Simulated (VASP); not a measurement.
# P in VASP: notebook

The runs below take P through single point, with PBEsol.

Program: VASP 6.6.1. These are calculated values, not measurements. Logs are shortened: lines on timing, memory, paths and dates and some standing lists are left out, and cuts for length are marked.

### 1 The cell of the first run

The cell holds a slab with vacuum, 4 atoms: a = 3.284 Å, b = 34.857 Å, c = 4.678 Å, α = 90.00°, β = 90.00°, γ = 90.00°.

### 2 Single point, PBEsol (strain +0.0100 x Voigt [0, 0, 1, 0, 0, 0])

Contents of INCAR:

```
  ALGO = Normal
  EDIFF = 1E-7
  ENCUT = 520
  GGA = PS
  ISIF = 2
  ISMEAR = 0
  LASPH = T
  LCHARG = F
  LREAL = F
  LWAVE = F
  NBANDS = 18
  NELM = 100
  PREC = Accurate
  SIGMA = 0.05
```

Contents of KPOINTS:

```
k-points
0
Gamma
  8 1 6
```

Contents of POSCAR:

```
P
1.0
    3.2837277200      0.0000000000      0.0000000000
    0.0000000000     34.8570309900      0.0000000000
    0.0000000000      0.0000000000      4.6784055571
P
4
Direct
    0.0000000000      0.9702614300      0.5921507200
    0.0000000000      0.0297385700      0.4078492800
    0.5000000000      0.0297385700      0.0921507200
    0.5000000000      0.9702614300      0.9078492800
```

Potentials or basis: VASP PAW PBE potentials, release 64 (P).

On the command line:

```
$ cat potpaw_PBE.64/P/POTCAR > POTCAR
$ mpirun -np 1 vasp_std > vasp.out
```

OUTCAR:

```text
EDIFF = 1E-7
   ENCUT = 520
   GGA = PS
   ISIF = 2
   ISMEAR = 0
   LASPH = T
   LREAL = F
   NELM = 100
   PREC = Accurate

 ion  position               nearest neighbor table
   1  0.000  0.970  0.592-   4 2.21   4 2.21   2 2.25
   2  0.000  0.030  0.408-   3 2.21   3 2.21   1 2.25
   3  0.500  0.030  0.092-   2 2.21   2 2.21   4 2.25
   4  0.500  0.970  0.908-   1 2.21   1 2.21   3 2.25

  LATTYP: Found a simple orthorhombic cell.
 ALAT       =     3.2837277200
 B/A-ratio  =     1.4247239589
 C/A-ratio  =    10.6150795566

  Lattice vectors:

 A1 = (  -3.2837277200,   0.0000000000,   0.0000000000)
 A2 = (   0.0000000000,   0.0000000000,   4.6784055571)
 A3 = (   0.0000000000,  34.8570309900,   0.0000000000)

Analysis of symmetry for initial positions (statically):
=====================================================================
 Subroutine PRICEL returns:
 Original cell was already a primitive cell.

 Routine SETGRP: Setting up the symmetry group for a
 simple orthorhombic supercell.

 Subroutine GETGRP returns: Found  8 space group operations
 (whereof  4 operations were pure point group operations)
 out of a pool of  8 trial point group operations.

The static configuration has the point symmetry C_2h.
 The point group associated with its full space group is D_2h.

Analysis of symmetry for dynamics (positions and initial velocities):
=====================================================================
 Subroutine PRICEL returns:
 Original cell was already a primitive cell.

 Routine SETGRP: Setting up the symmetry group for a
 simple orthorhombic supercell.

 Subroutine GETGRP returns: Found  8 space group operations
 (whereof  4 operations were pure point group operations)
 out of a pool of  8 trial point group operations.

The dynamic configuration has the point symmetry C_2h.
 The point group associated with its full space group is D_2h.

 Subroutine INISYM returns: Found  8 space group operations
 (whereof  4 operations are pure point group operations),
 and found     1 'primitive' translations

----------------------------------------------------------------------------------------

                                     Primitive cell

  volume of cell :     535.4950

  direct lattice vectors                    reciprocal lattice vectors
     3.283727720  0.000000000  0.000000000     0.304531948  0.000000000  0.000000000
     0.000000000 34.857030990  0.000000000     0.000000000  0.028688617  0.000000000
     0.000000000  0.000000000  4.678405557     0.000000000  0.000000000  0.213748036

  length of vectors
     3.283727720 34.857030990  4.678405557     0.304531948  0.028688617  0.213748036

  position of ions in fractional coordinates (direct lattice)
     0.000000000  0.970261430  0.592150720
     0.000000000  0.029738570  0.407849280
     0.500000000  0.029738570  0.092150720
     0.500000000  0.970261430  0.907849280

  ion indices of the primitive-cell ions
   primitive index   ion index
                 1           1
                 2           2
                 3           3
                 4           4

----------------------------------------------------------------------------------------

 KPOINTS: k-points

Automatic generation of k-mesh.
 Grid dimensions read from file:
 generate k-points for:    8    1    6

 Generating k-lattice:

  Cartesian coordinates                     Fractional coordinates (reciprocal lattice)
     0.038066494  0.000000000  0.000000000     0.125000000  0.000000000  0.000000000
     0.000000000  0.028688617  0.000000000     0.000000000  1.000000000  0.000000000
     0.000000000  0.000000000  0.035624673     0.000000000  0.000000000  0.166666667

  Length of vectors
     0.038066494  0.028688617  0.035624673

  Shift w.r.t. Gamma in fractional coordinates (k-lattice)
     0.000000000  0.000000000  0.000000000

 Subroutine IBZKPT returns following result:
 ===========================================

 Found     20 irreducible k-points:

 Following reciprocal coordinates:
            Coordinates               Weight
  0.000000  0.000000  0.000000      1.000000
  0.125000  0.000000  0.000000      2.000000
  0.250000  0.000000  0.000000      2.000000
  0.375000  0.000000  0.000000      2.000000
  0.500000  0.000000  0.000000      1.000000
  0.000000  0.000000  0.166667      2.000000
[... 12 lines left out ...]
  0.375000  0.000000  0.500000      2.000000
  0.500000  0.000000  0.500000      1.000000
   k-points           NKPTS =     20   k-points in BZ     NKDIM =     20   number of bands    NBANDS=     18
   number of dos      NEDOS =    301   number of ions     NIONS =      4
   total plane-waves  NPLWV = 233280
   dimension x,y,z NGX =    24 NGY =  270 NGZ =   36
   dimension x,y,z NGXF=    48 NGYF=  540 NGZF=   72
   ions per type =               4
   NGX,Y,Z   is equivalent  to a cutoff of  12.15, 12.88, 12.79 a.u.
   NGXF,Y,Z  is equivalent  to a cutoff of  24.30, 25.75, 25.59 a.u.
 SYSTEM =  unknown system
   PREC   = accura    normal or accurate (medium, high low for compatibility)
   ISTART =      0    job   : 0-new  1-cont  2-samecut
   ICHARG =      2    charge: 1-file 2-atom 10-const
   ISPIN  =      1    spin polarized calculation?
   LNONCOLLINEAR =      F non collinear calculations
   LSORBIT =      F    spin-orbit coupling
   LASPH  =      T    aspherical Exc in radial PAW
   ENCUT  =  520.0 eV  38.22 Ry    6.18 a.u.   6.11 64.81  8.70*2*pi/ulx,y,z
   NELM   =    100;   NELMIN=  2; NELMDL= -5     # of ELM steps
   EDIFF  = 0.1E-06   stopping-criterion for ELM
   LREAL  =      F    real-space projection
   EDIFFG = 0.1E-05   stopping-criterion for IOM
   NSW    =      0    number of steps for IOM
   IBRION =     -1    ionic relax: 0-MD 1-quasi-New 2-CG
   NFREE  =      0    steps in history (QN), initial steepest desc. (CG)
   ISIF   =      2    stress and relaxation
   ISYM   =      2    0-nonsym 1-usesym 2-fastsym
   POTIM  = 0.5000    time-step for ionic-motion
   TEBEG  =    0.0;   TEEND  =   0.0 temperature during run
   PSTRESS=    0.0 pullay stress
   NELECT =      20.0000    total number of electrons
   NUPDOWN=      -1.0000    fix difference up-down
   EMIN   =  10.00;   EMAX   =-10.00  energy-range for DOS
   EFERMI =   0.00;   METHOD = LEGACY
   ISMEAR =     0;   SIGMA  =   0.05  broadening in eV -4-tet -1-fermi 0-gaus
   EFERMI_NEDOS =   21; number of points for ismear=-14 and -15
   IALGO  =     38    algorithm
   IMIX   =      4    mixing-type and parameters
     AMIX     =   0.40;   BMIX     =  1.00
     AMIX_MAG =   1.60;   BMIX_MAG =  1.00
  volume/ion in A,a.u.               =     133.87       903.42
  Fermi-wavevector in a.u.,A,eV,Ry     =   0.547226  1.034106  4.074343  0.299456
  Thomas-Fermi vector in A             =   1.577383
   LORBIT       =      0    0 simple, 1 ext, 2 COOP (PROOUT), +10 PAW based schemes
   GGA     = PS    functional components
   LHFCALC =     F    Hartree Fock is set to
   AEXX    =    0.0000 exact exchange contribution
   IVDW    =     0    specifies the selected vdW correction
   LEPSILON=     F    determine dielectric tensor
   LRPA    =     F    only Hartree local field effects (RPA)
 non-spin polarized calculation
 Gauss-broadening in eV      SIGMA  =   0.05
  energy-cutoff  :      520.00
  volume of cell :      535.49
 maximum number of plane-waves:     14494
   NGX = 13   NGY =129   NGZ = 17

 number of electron      20.0000000 magnetization

 Free energy of the ion-electron system (eV)
  ---------------------------------------------------
  ext. energy  EPLUGINS =         0.00000000
  ---------------------------------------------------
  free energy    TOTEN  =       -22.81022457 eV

  energy without entropy =      -22.81022457  energy(sigma->0) =      -22.81022457

 E-fermi :  -3.2299     XC(G=0):  -1.7477

 val. band max:       -3.5098527202   @ k =   0.0000   0.0000   0.0000
 cond. band min:      -2.5550728688   @ k =   0.0000   0.0000   0.0000
 fundamental gap:      0.9547798514
 Fermi energy:        -3.2298995958

 k-point     1 :       0.0000    0.0000    0.0000
  band No.  band energies     occupation
      1     -18.5547      2.00000
      2     -16.0792      2.00000
      3     -12.8100      2.00000
      4      -9.2503      2.00000
      5      -8.2059      2.00000
      6      -8.0874      2.00000
[... 10 lines left out ...]
     17       1.6248      0.00000
     18       1.7626      0.00000

 k-point     2 :       0.1250    0.0000    0.0000
  band No.  band energies     occupation
      1     -18.3668      2.00000
      2     -15.8829      2.00000
      3     -12.8718      2.00000
      4      -9.1108      2.00000
      5      -8.3737      2.00000
      6      -7.9210      2.00000
[... 10 lines left out ...]
     17       1.6728      0.00000
     18       1.8421      0.00000

 k-point     3 :       0.2500    0.0000    0.0000
  band No.  band energies     occupation
      1     -17.8091      2.00000
      2     -15.2967      2.00000
      3     -13.2989      2.00000
      4      -9.5652      2.00000
      5      -8.9727      2.00000
      6      -8.7414      2.00000
[... 10 lines left out ...]
     17       2.0357      0.00000
     18       2.3200      0.00000

 k-point     4 :       0.3750    0.0000    0.0000
  band No.  band energies     occupation
      1     -16.9040      2.00000
      2     -14.3748      2.00000
      3     -14.3296      2.00000
      4     -11.3588      2.00000
      5      -9.1035      2.00000
      6      -8.3925      2.00000
[... 291 lines left out ...]
      4     -11.8684      2.00000
      5      -8.9612      2.00000
      6      -8.9612      2.00000
[... 10 lines left out ...]
     17       2.8515      0.00000
     18       2.8515      0.00000

 k-point    19 :       0.3750    0.0000    0.5000
  band No.  band energies     occupation
      1     -15.9601      2.00000
      2     -15.9601      2.00000
      3     -12.6647      2.00000
      4     -12.6647      2.00000
      5      -9.1709      2.00000
      6      -9.1709      2.00000
[... 10 lines left out ...]
     17       3.0809      0.00000
     18       3.0809      0.00000

 k-point    20 :       0.5000    0.0000    0.5000
  band No.  band energies     occupation
      1     -15.3682      2.00000
      2     -15.3682      2.00000
      3     -13.4087      2.00000
      4     -13.4087      2.00000
      5      -8.5206      2.00000
      6      -8.5206      2.00000
[... 10 lines left out ...]
     17       3.0410      0.00000
     18       3.0410      0.00000

------------------------ aborting loop because EDIFF is reached ----------------------------------------

  FORCE on cell =-STRESS in cart. coord.  units (eV):
  Direction    XX          YY          ZZ          XY          YZ          ZX
  --------------------------------------------------------------------------------------
  -------------------------------------------------------------------------------------
  Total       -0.7974874      0.0611221     -0.8000546      0.0000000      0.0000000      0.0000000
  in kB       -2.3860472      0.1828746     -2.3937281      0.0000000      0.0000000      0.0000000
  external PRESSURE =      -1.5323002 kB  Pullay stress =       0.0000000 kB

 VOLUME and BASIS-vectors are now :
 -----------------------------------------------------------------------------
  energy-cutoff  :      520.00
  volume of cell :      535.49
      direct lattice vectors                 reciprocal lattice vectors
     3.283727720  0.000000000  0.000000000     0.304531948  0.000000000  0.000000000
     0.000000000 34.857030990  0.000000000     0.000000000  0.028688617  0.000000000
     0.000000000  0.000000000  4.678405557     0.000000000  0.000000000  0.213748036

 POSITION                                       TOTAL-FORCE (eV/Angst)
 -----------------------------------------------------------------------------------
      0.00000     33.82043      2.77032         0.000000     -0.018158     -0.101277
      0.00000      1.03660      1.90808         0.000000      0.018158      0.101277
      1.64186      1.03660      0.43112         0.000000      0.018158     -0.101277
      1.64186     33.82043      4.24729         0.000000     -0.018158      0.101277
 -----------------------------------------------------------------------------------
    total drift:                               -0.000000      0.000000     -0.000000

  FREE ENERGIE OF THE ION-ELECTRON SYSTEM (eV)
  ---------------------------------------------------
  free  energy   TOTEN  =       -22.8102245679 eV

  energy  without entropy=      -22.8102245679  energy(sigma->0) =      -22.81022457
```

It took 5.8 min on 1 thread of Intel Xeon Platinum 8259CL at 2.50GHz (Skylake/Cascade Lake), shared host; peak memory 0.58 GiB.

Results:

- Free energy: -22.8102 eV
- Largest force: 0.103 eV/Å
- Band gap on the k mesh: 0.95 eV

Forces on the atoms (eV/Å):
```
P    0.000 -0.018 -0.101
P    0.000  0.018  0.101
P    0.000  0.018 -0.101
P    0.000 -0.018  0.101
```

Levels at points of the mesh, in eV from the valence-band top:
| k point | band 8 | band 9 | band 10 | band 11 | band 12 | band 13 |
| --- | --- | --- | --- | --- | --- | --- |
| (0.00, 0.00, 0.00) | -1.75 | -1.62 | 0.00 | 0.95 | 1.57 | 2.65 |
| (0.50, 0.00, 0.00) | -2.74 | -1.96 | -1.96 | 1.14 | 1.14 | 2.21 |
| (0.00, 0.00, 0.50) | -2.56 | -1.42 | -1.42 | 2.08 | 2.08 | 3.72 |
| (0.50, 0.00, 0.50) | -4.54 | -1.04 | -1.04 | 2.34 | 2.34 | 3.64 |

Caveat: the cell differs from its parent crystal (strain +0.0100 x Voigt [0, 0, 1, 0, 0, 0]); the PAW data sets were made with another functional, which shifts forces and pressure a little.

### 3 Single point, PBEsol (strain +0.0200 x Voigt [0, 0, 1, 0, 0, 0])

Contents of INCAR:

```
SYSTEM = P
PREC = Accurate
ENCUT = 520
EDIFF = 1E-6
ISMEAR = 0
SIGMA = 0.05
LREAL = .False.
LASPH = .True.
NELM = 100
ALGO = Normal
ISIF = 2
LWAVE = .False.
LCHARG = .True.
GGA = PS
LELF = .True.
LVHAR = .True.
NBANDS = 18
```

Contents of KPOINTS:

```
regular mesh
0
Gamma
  8 1 6
  0 0 0
```

Changes to POSCAR since step 2:

```diff
@@ -4,3 +4,3 @@
     0.0000000000     34.8570309900      0.0000000000
-    0.0000000000      0.0000000000      4.6784055571
+    0.0000000000      0.0000000000      4.7247264042
 P
```

Potentials or basis: VASP PAW PBE potentials, release 64 (P).

On the command line:

```
$ cat potpaw_PBE.64/P/POTCAR > POTCAR
$ mpirun -np 1 vasp_std > vasp.out
```

Run time: 5.2 min. Hardware: 1 thread of Intel Xeon Platinum 8259CL at 2.50GHz (Skylake/Cascade Lake), shared host; peak memory 0.56 GiB.

Results (log left out):

```
Free energy            : -22.7992 eV
Largest force          : 0.046 eV/Å
Band gap on the k mesh : 1.01 eV
```

Forces in eV/Å, atoms in the order of the input:
```
P    0.000  0.008  0.045
P    0.000 -0.008 -0.045
P    0.000 -0.008  0.045
P    0.000  0.008 -0.045
```

Levels at points of the mesh, in eV from the valence-band top:
```
           k point  band 7  band 8  band 9  band 10  band 11  band 12  band 13  band 14
(0.00, 0.00, 0.00)   -3.21   -1.63   -1.57     0.00     1.01     1.67     2.71     3.24
(0.50, 0.00, 0.00)   -2.71   -2.71   -1.91    -1.91     1.14     1.14     2.23     2.23
(0.00, 0.00, 0.50)   -2.44   -2.44   -1.44    -1.44     2.15     2.15     3.73     3.73
(0.50, 0.00, 0.50)   -4.47   -4.47   -0.99    -0.99     2.38     2.38     3.55     3.55
```

Caveat: the cell differs from its parent crystal (strain +0.0200 x Voigt [0, 0, 1, 0, 0, 0]); the PAW data sets were made with another functional, which shifts forces and pressure a little.

(Part 1 of 2 ends here.)
